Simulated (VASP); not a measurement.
# MgI2 (P-3m1) in VASP: notebook

The runs below take MgI2 through single point, with PBE.

Program: VASP 6.6.1. These are calculated values, not measurements. Logs are shortened: lines on timing, memory, paths and dates and some standing lists are left out, and cuts for length are marked.

## (1) The cell of the first run

The structure is trigonal, space group P-3m1 (No. 164). The conventional cell has a = 4.139 Å, b = 4.139 Å, c = 7.685 Å, α = 90.00°, β = 90.00°, γ = 120.00°. Within 3.9 Å of Mg (site symmetry -3m) lie 6 I at 2.99 Å. I (site symmetry 3m) has 3 Mg at 2.99 Å within 3.9 Å.

## (2) Single point, PBE

Contents of INCAR:

```
PREC = Accurate
ENCUT = 520
EDIFF = 1E-7
ISMEAR = 0
SIGMA = 0.05
LREAL = F
LASPH = T
NELM = 100
ALGO = Normal
ISIF = 2
LWAVE = F
LCHARG = F
GGA = PE
NBANDS = 15
```

Contents of KPOINTS:

```
Automatic mesh
0
Gamma
  6 6 4
```

Contents of POSCAR:

```
MgI2
1.0
    4.1387920735      0.0000000000      0.0000000000
   -2.0693960368      3.5842990767      0.0000000000
    0.0000000000      0.0000000000      7.6847014931
Mg I
1 2
Direct
    0.0000000000      0.0000000000      0.0000000000
    0.3333333333      0.6666666667      0.7666648737
    0.6666666667      0.3333333333      0.2333351263
```

Potentials or basis: VASP PAW PBE potentials, release 64 (Mg, I).

On the command line:

```sh
cat potpaw_PBE.64/Mg/POTCAR potpaw_PBE.64/I/POTCAR > POTCAR
mpirun -np 1 vasp_std > vasp.out
```

OUTCAR:

```text
PREC = Accurate
   ENCUT = 520
   EDIFF = 1E-7
   ISMEAR = 0
   LREAL = F
   LASPH = T
   NELM = 100
   ISIF = 2
   GGA = PE

 ion  position               nearest neighbor table
   1  0.000  0.000  0.000-   2 2.99   3 2.99   3 2.99   2 2.99   3 2.99   2 2.99
   2  0.333  0.667  0.767-   1 2.99   1 2.99   1 2.99
   3  0.667  0.333  0.233-   1 2.99   1 2.99   1 2.99

  LATTYP: Found a hexagonal cell.
 ALAT       =     4.1387920735
 C/A-ratio  =     1.8567498334

  Lattice vectors:

 A1 = (   4.1387920735,   0.0000000000,   0.0000000000)
 A2 = (  -2.0693960368,   3.5842990767,   0.0000000000)
 A3 = (   0.0000000000,   0.0000000000,   7.6847014931)

Analysis of symmetry for initial positions (statically):
[... 33 lines left out ...]
                                     Primitive cell

  volume of cell :     114.0000

  direct lattice vectors                    reciprocal lattice vectors
     4.138792074  0.000000000  0.000000000     0.241616390  0.139497288  0.000000000
    -2.069396037  3.584299077  0.000000000     0.000000000  0.278994576  0.000000000
     0.000000000  0.000000000  7.684701493     0.000000000  0.000000000  0.130128672

  length of vectors
     4.138792074  4.138792074  7.684701493     0.278994576  0.278994576  0.130128672

  position of ions in fractional coordinates (direct lattice)
     0.000000000  0.000000000  0.000000000
     0.333333333  0.666666667  0.766664874
     0.666666667  0.333333333  0.233335126

  ion indices of the primitive-cell ions
   primitive index   ion index
                 1           1
                 2           2
                 3           3

----------------------------------------------------------------------------------------

 KPOINTS: Automatic mesh

Automatic generation of k-mesh.
 Grid dimensions read from file:
 generate k-points for:    6    6    4

 Generating k-lattice:

  Cartesian coordinates                     Fractional coordinates (reciprocal lattice)
     0.040269398  0.023249548  0.000000000     0.166666667  0.000000000  0.000000000
     0.000000000  0.046499096  0.000000000     0.000000000  0.166666667  0.000000000
     0.000000000  0.000000000  0.032532168     0.000000000  0.000000000  0.250000000

  Length of vectors
     0.046499096  0.046499096  0.032532168

  Shift w.r.t. Gamma in fractional coordinates (k-lattice)
[... 9 lines left out ...]
  0.000000  0.000000  0.000000      1.000000
  0.166667  0.000000  0.000000      6.000000
  0.333333  0.000000  0.000000      6.000000
  0.500000  0.000000  0.000000      3.000000
  0.166667  0.166667  0.000000      6.000000
  0.333333  0.166667  0.000000     12.000000
[... 22 lines left out ...]
   dimension x,y,z NGXF=    64 NGYF=   64 NGZF=  120
   ions per type =               1   2
   NGX,Y,Z   is equivalent  to a cutoff of  12.85, 12.85, 12.98 a.u.
   NGXF,Y,Z  is equivalent  to a cutoff of  25.71, 25.71, 25.96 a.u.
 SYSTEM =  unknown system
   PREC   = accura    normal or accurate (medium, high low for compatibility)
   ISTART =      0    job   : 0-new  1-cont  2-samecut
   ICHARG =      2    charge: 1-file 2-atom 10-const
   ISPIN  =      1    spin polarized calculation?
   LNONCOLLINEAR =      F non collinear calculations
   LSORBIT =      F    spin-orbit coupling
   LASPH  =      T    aspherical Exc in radial PAW
   ENCUT  =  520.0 eV  38.22 Ry    6.18 a.u.   7.70  7.70 14.29*2*pi/ulx,y,z
   NELM   =    100;   NELMIN=  2; NELMDL= -5     # of ELM steps
   EDIFF  = 0.1E-06   stopping-criterion for ELM
   LREAL  =      F    real-space projection
   EDIFFG = 0.1E-05   stopping-criterion for IOM
   NSW    =      0    number of steps for IOM
   IBRION =     -1    ionic relax: 0-MD 1-quasi-New 2-CG
[... 14 lines left out ...]
     AMIX     =   0.40;   BMIX     =  1.00
     AMIX_MAG =   1.60;   BMIX_MAG =  1.00
  volume/ion in A,a.u.               =      38.00       256.44
  Fermi-wavevector in a.u.,A,eV,Ry     =   0.850772  1.607726  9.848075  0.723813
  Thomas-Fermi vector in A             =   1.966801
   LORBIT       =      0    0 simple, 1 ext, 2 COOP (PROOUT), +10 PAW based schemes
   GGA     = PE    functional components
[... 6 lines left out ...]
 Gauss-broadening in eV      SIGMA  =   0.05
  energy-cutoff  :      520.00
  volume of cell :      114.00
 maximum number of plane-waves:      3100
 NGX is ok and might be reduce to    32
   NGX = 15   NGY = 15   NGZ = 29

 number of electron      16.0000001 magnetization

 Free energy of the ion-electron system (eV)
  ---------------------------------------------------
  ext. energy  EPLUGINS =         0.00000000
  ---------------------------------------------------
  free energy    TOTEN  =        -7.68179585 eV

  energy without entropy =       -7.68179585  energy(sigma->0) =       -7.68179585

 E-fermi :   1.7284     XC(G=0):  -7.7270

 val. band max:        1.5001865294   @ k =   0.0000   0.0000   0.0000
 cond. band min:       4.8023521650   @ k =   0.5000   0.0000   0.5000
 fundamental gap:      3.3021656355
 Fermi energy:         1.7284258302

 k-point     1 :       0.0000    0.0000    0.0000
  band No.  band energies     occupation
      1     -10.3871      2.00000
      2      -9.9438      2.00000
      3      -1.8615      2.00000
      4       0.9180      2.00000
      5       1.2690      2.00000
      6       1.2690      2.00000
      7       1.5002      2.00000
      8       1.5002      2.00000
      9       4.9085      0.00000
     10       6.4397      0.00000
     11       8.2991      0.00000
     12       8.2991      0.00000
     13       8.3616      0.00000
     14       9.7024      0.00000
     15       9.7024      0.00000

 k-point     2 :       0.1667    0.0000    0.0000
  band No.  band energies     occupation
      1     -10.2557      2.00000
      2      -9.8575      2.00000
      3      -1.6872      2.00000
      4       0.2760      2.00000
      5       0.6384      2.00000
      6       0.9234      2.00000
      7       0.9884      2.00000
      8       1.3998      2.00000
      9       5.6665      0.00000
     10       6.9339      0.00000
     11       7.6590      0.00000
     12       8.5235      0.00000
     13       8.5949      0.00000
     14       9.5249      0.00000
     15       9.8987      0.00000

 k-point     3 :       0.3333    0.0000    0.0000
  band No.  band energies     occupation
      1      -9.9510      2.00000
      2      -9.6876      2.00000
      3      -1.5567      2.00000
      4      -0.9484      2.00000
      5      -0.3436      2.00000
      6       0.5740      2.00000
      7       0.7955      2.00000
      8       1.1424      2.00000
      9       5.4172      0.00000
     10       6.6988      0.00000
     11       7.2631      0.00000
     12       8.3505      0.00000
     13       8.5682      0.00000
     14       9.4356      0.00000
     15      10.6116      0.00000

 k-point     4 :       0.5000    0.0000    0.0000
  band No.  band energies     occupation
      1      -9.7512      2.00000
      2      -9.6264      2.00000
      3      -1.9258      2.00000
      4      -1.3163      2.00000
      5      -0.2282      2.00000
      6       0.4012      2.00000
      7       0.5488      2.00000
      8       1.0146      2.00000
      9       4.9605      0.00000
     10       6.6615      0.00000
     11       6.8754      0.00000
     12       8.3278      0.00000
     13       8.4321      0.00000
     14      10.0405      0.00000
     15      10.3191      0.00000
[... 307 lines left out ...]
 k-point    22 :       0.1667    0.1667    0.5000
  band No.  band energies     occupation
      1      -9.9933      2.00000
      2      -9.7761      2.00000
      3      -1.4017      2.00000
      4      -0.5808      2.00000
      5      -0.0125      2.00000
      6       0.4304      2.00000
      7       0.7098      2.00000
      8       0.8800      2.00000
      9       5.8895      0.00000
     10       7.1670      0.00000
     11       7.9010      0.00000
     12       8.2412      0.00000
     13       8.7405      0.00000
     14       9.0911      0.00000
     15      10.0273      0.00000

 k-point    23 :       0.3333    0.1667    0.5000
  band No.  band energies     occupation
      1      -9.7411      2.00000
      2      -9.6402      2.00000
      3      -1.7202      2.00000
      4      -1.2201      2.00000
      5      -0.2362      2.00000
      6       0.0112      2.00000
      7       0.5735      2.00000
      8       0.7358      2.00000
      9       5.4054      0.00000
     10       6.8036      0.00000
     11       7.4435      0.00000
     12       8.2909      0.00000
     13       8.4109      0.00000
     14       9.6478      0.00000
     15      10.7910      0.00000

 k-point    24 :       0.3333    0.3333    0.5000
  band No.  band energies     occupation
      1      -9.6232      2.00000
      2      -9.6232      2.00000
      3      -1.4936      2.00000
      4      -0.9732      2.00000
      5      -0.9732      2.00000
      6      -0.6032      2.00000
      7       0.6569      2.00000
      8       0.6569      2.00000
      9       5.6682      0.00000
     10       6.9600      0.00000
     11       6.9600      0.00000
     12       8.5640      0.00000
     13       9.9109      0.00000
     14      10.1608      0.00000
     15      10.3675      0.00000

------------------------ aborting loop because EDIFF is reached ----------------------------------------

  FORCE on cell =-STRESS in cart. coord.  units (eV):
  Direction    XX          YY          ZZ          XY          YZ          ZX
  --------------------------------------------------------------------------------------
  -------------------------------------------------------------------------------------
  Total        0.0026242      0.0026242     -1.5265163     -0.0000000     -0.0000000      0.0000000
  in kB        0.0368805      0.0368805    -21.4539460     -0.0000000     -0.0000000      0.0000000
  external PRESSURE =      -7.1267284 kB  Pullay stress =       0.0000000 kB

 VOLUME and BASIS-vectors are now :
 -----------------------------------------------------------------------------
  energy-cutoff  :      520.00
  volume of cell :      114.00
      direct lattice vectors                 reciprocal lattice vectors
     4.138792074  0.000000000  0.000000000     0.241616390  0.139497288  0.000000000
    -2.069396037  3.584299077  0.000000000     0.000000000  0.278994576  0.000000000
     0.000000000  0.000000000  7.684701493     0.000000000  0.000000000  0.130128672

 POSITION                                       TOTAL-FORCE (eV/Angst)
 -----------------------------------------------------------------------------------
      0.00000      0.00000      0.00000        -0.000000      0.000000      0.000000
     -0.00000      2.38953      5.89159         0.000000     -0.000000      0.460065
      2.06940      1.19477      1.79311        -0.000000      0.000000     -0.460065
 -----------------------------------------------------------------------------------
    total drift:                                0.000000     -0.000000     -0.000000

  FREE ENERGIE OF THE ION-ELECTRON SYSTEM (eV)
  ---------------------------------------------------
  free  energy   TOTEN  =        -7.6817958541 eV

  energy  without entropy=       -7.6817958541  energy(sigma->0) =       -7.68179585
```

It took 32 s on 1 thread of Intel Xeon Platinum 8375C at 2.90GHz (Ice Lake), shared host; peak memory 0.25 GiB.

Results:

| Item | Value |
| --- | --- |
| Free energy | -7.6818 eV |
| Pressure | -0.7 GPa |
| Largest force | 0.460 eV/Å |
| Band gap on the k mesh | 3.30 eV, indirect (least direct gap 3.41 eV) |

Forces on the atoms (eV/Å):
```
Mg   0.000  0.000  0.000
I    0.000  0.000  0.460
I    0.000  0.000 -0.460
```

Levels at points of the mesh, in eV from the valence-band top:
```csv
k point,band 5,band 6,band 7,band 8,band 9,band 10,band 11,band 12
"(0.00, 0.00, 0.00)",-0.23,-0.23,0.00,0.00,3.41,4.94,6.80,6.80
"(0.50, 0.00, 0.00)",-1.73,-1.10,-0.95,-0.49,3.46,5.16,5.38,6.83
"(0.00, 0.00, 0.50)",-0.20,-0.20,-0.04,-0.04,4.32,4.90,6.73,6.73
"(0.50, 0.00, 0.50)",-1.39,-1.03,-0.93,-0.57,3.30,5.01,5.45,5.89
```

Caveat: spin-orbit coupling is left out, which moves the levels of the heavy elements; this functional lacks dispersion, which binds the layers, so the pressure and a relaxed spacing across them are unreliable. A k mesh can miss the band edges.

## (3) Single point, PBE

Contents of INCAR:

```
PREC = Accurate ; ENCUT = 520
EDIFF = 1E-7 ; ISMEAR = 0
SIGMA = 0.05 ; LREAL = False
LASPH = True ; NELM = 60
ALGO = Normal ; ISIF = 2
LWAVE = False ; LCHARG = False
GGA = PE ; NBANDS = 15
```

Contents of KPOINTS:

```
regular mesh
0
Gamma
  6 6 4
```

Contents of POSCAR:

```
MgI2
1.0
    4.1387920735      0.0000000000      0.0000000000
   -2.0693960368      3.5842990767      0.0000000000
    0.0000000000      0.0000000000      7.6847014931
Mg I
1 2
Direct
    0.0000000000      0.0000000000      0.0000000000
    0.3333333333      0.6666666667      0.7820264016
    0.6666666667      0.3333333333      0.2179735984
```

Potentials or basis: VASP PAW PBE potentials, release 64 (Mg, I).

On the command line:

```sh
cat potpaw_PBE.64/Mg/POTCAR potpaw_PBE.64/I/POTCAR > POTCAR
mpirun -np 1 vasp_std > vasp.out
```

Wall time 30 s (1 thread of Intel Xeon Platinum 8375C at 2.90GHz (Ice Lake), shared host); peak memory 0.25 GiB.

Results (log left out):

```
Free energy            : -7.7274 eV
Pressure               : 0.8 GPa
Largest force          : 0.093 eV/Å
Band gap on the k mesh : 3.60 eV, indirect (least direct gap 3.80 eV)
```

Forces on the atoms (eV/Å):
```
Mg   0.000  0.000  0.000
I    0.000  0.000 -0.093
I    0.000  0.000  0.093
```

Stress tensor (GPa, compression positive):
```
1.02 0.00 0.00
0.00 1.02 0.00
0.00 0.00 0.50
```

Levels at points of the mesh, in eV from the valence-band top:
| k point | band 4 | band 5 | band 6 | band 7 | band 8 | band 9 | band 10 | band 11 | band 12 | band 13 |
| --- | --- | --- | --- | --- | --- | --- | --- | --- | --- | --- |
| (0.00, 0.00, 0.00) | -0.37 | -0.30 | -0.30 | 0.00 | 0.00 | 3.80 | 4.93 | 6.76 | 6.76 | 6.90 |
| (0.50, 0.00, 0.00) | -2.88 | -1.55 | -1.21 | -0.76 | -0.45 | 3.66 | 5.40 | 5.64 | 7.27 | 7.39 |
| (0.00, 0.00, 0.50) | -1.05 | -0.28 | -0.28 | -0.02 | -0.02 | 4.54 | 4.93 | 6.70 | 6.70 | 7.27 |
| (0.50, 0.00, 0.50) | -2.98 | -1.29 | -1.17 | -0.75 | -0.51 | 3.60 | 5.37 | 5.60 | 6.19 | 7.59 |

Caveat: spin-orbit coupling is left out, which moves the levels of the heavy elements; this functional lacks dispersion, which binds the layers, so the pressure and a relaxed spacing across them are unreliable. PBE gaps usually lie below the measured ones, often by a third to a half.

## (4) Single point, PBE

Contents of INCAR:

```
SYSTEM = MgI2
PREC = Accurate
ENCUT = 520
EDIFF = 1E-6
ISMEAR = 0
SIGMA = 0.05
LREAL = .False.
LASPH = .True.
NELM = 100
ALGO = Normal
ISIF = 2
LWAVE = .False.
LCHARG = .False.
GGA = PE
NBANDS = 15
```

Contents of KPOINTS:

```
Automatic mesh
0
Gamma
  6 6 4
  0 0 0
```

Contents of POSCAR:

```
MgI2
1.0
    4.1387920735      0.0000000000      0.0000000000
   -2.0693960368      3.5842990767      0.0000000000
    0.0000000000      0.0000000000      7.6847014931
Mg I
1 2
Direct
    0.0000000000      0.0000000000      0.0000000000
    0.3333333333      0.6666666667      0.7705052557
    0.6666666667      0.3333333333      0.2294947443
```

On the command line:

```sh
cat potpaw_PBE.64/Mg/POTCAR potpaw_PBE.64/I/POTCAR > POTCAR
mpirun -np 1 vasp_std > vasp.out
```

It took 26 s on 1 thread of Intel Xeon Platinum 8375C at 2.90GHz (Ice Lake), shared host; peak memory 0.25 GiB.

Results (log left out):

| Item | Value |
| --- | --- |
| Free energy | -7.7052 eV |
| Pressure | -0.4 GPa |
| Largest force | 0.332 eV/Å |
| Band gap on the k mesh | 3.38 eV, indirect (least direct gap 3.51 eV) |

Forces on the atoms (eV/Å):
```
Mg   0.000  0.000  0.000
I    0.000  0.000  0.332
I    0.000  0.000 -0.332
```

Stress tensor (GPa, compression positive):
```
 0.22  0.00  0.00
 0.00  0.22  0.00
 0.00  0.00 -1.51
```

Levels at points of the mesh, in eV from the valence-band top:
```
           k point  band 6  band 7  band 8  band 9  band 10  band 11
(0.00, 0.00, 0.00)   -0.24    0.00    0.00    3.51     4.94     6.79
(0.50, 0.00, 0.00)   -1.12   -0.91   -0.48    3.52     5.22     5.43
(0.00, 0.00, 0.50)   -0.21   -0.03   -0.03    4.38     4.91     6.72
(0.50, 0.00, 0.50)   -1.06   -0.89   -0.56    3.38     5.10     5.48
```

Caveat: spin-orbit coupling is left out, which moves the levels of the heavy elements; this functional lacks dispersion, which binds the layers, so the pressure and a relaxed spacing across them are unreliable. A hybrid or GW would open this gap; PBE tends to underestimate it.

## (5) Single point, PBE

Contents of INCAR:

```
SYSTEM = MgI2
PREC     = Accurate       ! precision mode
ENCUT    = 520            ! plane-wave cutoff, eV
EDIFF    = 1E-6           ! SCF threshold, eV
ISMEAR   = 0              ! smearing method
SIGMA    = 0.05           ! smearing width, eV
LREAL    = .FALSE.        ! projectors in reciprocal space
LASPH    = .TRUE.         ! aspherical terms in the spheres
NELM     = 80             ! most SCF steps
ALGO     = Normal         ! electronic algorithm
ISIF     = 2              ! what is computed and relaxed
LWAVE    = .FALSE.        ! write WAVECAR
LCHARG   = .FALSE.        ! write CHGCAR
GGA      = PE             ! functional
NBANDS   = 15             ! bands
```

Contents of KPOINTS:

```
Automatic mesh
0
G
  6 6 4
  0 0 0
```

Contents of POSCAR:

```
MgI2
1.0
    4.1387920735      0.0000000000      0.0000000000
   -2.0693960368      3.5842990767      0.0000000000
    0.0000000000      0.0000000000      7.6847014931
Mg I
1 2
Direct
    0.0000000000      0.0000000000      0.0000000000
    0.3333333333      0.6666666667      0.7858667836
    0.6666666667      0.3333333333      0.2141332164
```

On the command line:

```sh
cat potpaw_PBE.64/Mg/POTCAR potpaw_PBE.64/I/POTCAR > POTCAR
mpirun -np 1 vasp_std > vasp.out
```

Run time: 25 s. Hardware: 1 thread of Intel Xeon Platinum 8375C at 2.90GHz (Ice Lake), shared host; peak memory 0.24 GiB.

The run converged. Its results:

- Free energy: -7.7174 eV
- Pressure: 1.3 GPa
- Largest force: 0.248 eV/Å
- Band gap on the k mesh: 3.66 eV, indirect (least direct gap 3.88 eV)

Forces in eV/Å, atoms in the order of the input:
```
Mg   0.000  0.000  0.000
I    0.000  0.000 -0.248
I    0.000  0.000  0.248
```

Stress tensor (GPa, compression positive):
```
1.34 0.00 0.00
0.00 1.34 0.00
0.00 0.00 1.19
```

Levels at points of the mesh, in eV from the valence-band top:
```csv
k point,band 4,band 5,band 6,band 7,band 8,band 9,band 10,band 11,band 12,band 13
"(0.00, 0.00, 0.00)",-0.32,-0.32,-0.32,0.00,0.00,3.88,4.93,6.75,6.75,6.90
"(0.50, 0.00, 0.00)",-2.89,-1.50,-1.24,-0.72,-0.43,3.70,5.46,5.72,7.35,7.54
"(0.00, 0.00, 0.50)",-0.96,-0.30,-0.30,-0.02,-0.02,4.59,4.94,6.69,6.69,7.21
"(0.50, 0.00, 0.50)",-2.99,-1.26,-1.21,-0.70,-0.49,3.66,5.44,5.65,6.27,7.66
```

Caveat: spin-orbit coupling is left out, which moves the levels of the heavy elements; this functional lacks dispersion, which binds the layers, so the pressure and a relaxed spacing across them are unreliable. As with any semilocal functional, this PBE gap is likely too small.
